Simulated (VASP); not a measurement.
Here is a VASP 6.6.1 calculation.

The input INCAR:

```
  PREC = Accurate
  ENCUT = 520
  EDIFF = 1E-6
  ISMEAR = 0
  SIGMA = 0.1
  LREAL = F
  LASPH = T
  NELM = 80
  ALGO = Normal
  ISIF = 2
  LWAVE = F
  LCHARG = F
  GGA = PE
  NBANDS = 35
```

Contents of KPOINTS:

```
regular mesh
0
Gamma
  12 12 4
```

Contents of POSCAR:

```
Sn2SeS3
1.0
    4.1348717843      0.0000000000      0.0000000000
   -2.0674358922      3.5809040066      0.0000000000
    0.0000000000      0.0000000000      9.0942594042
Sn Se S
2 1 3
Direct
    0.6666666667      0.3333333333      0.7999183880
    0.3333333333      0.6666666667      0.2000816120
    0.0000000000      0.0000000000      0.0000000000
    0.6666666667      0.3333333333      0.3444092409
    0.3333333333      0.6666666667      0.6555907591
    0.0000000000      0.0000000000      0.5000000000
```

Potentials or basis: VASP PAW PBE potentials, release 64 (Sn_d, Se, S).

The run is started by

```console
$ cat potpaw_PBE.64/Sn_d/POTCAR potpaw_PBE.64/Se/POTCAR potpaw_PBE.64/S/POTCAR > POTCAR
$ mpirun -np 1 vasp_std > vasp.out
```

Q: Estimate the band gap on the k mesh.

A: Zero (bands 26 and 27 overlap by 1.27 eV).

Q: What does it give for the pressure?

A: 0.0 GPa.

Forces on the atoms (eV/Å):
```
Sn   0.000  0.000 -0.011
Sn   0.000  0.000  0.011
Se   0.000  0.000  0.000
S    0.000  0.000 -0.005
S    0.000  0.000  0.005
S    0.000  0.000  0.000
```

Caveat: spin-orbit coupling is left out, which moves the levels of the heavy elements.
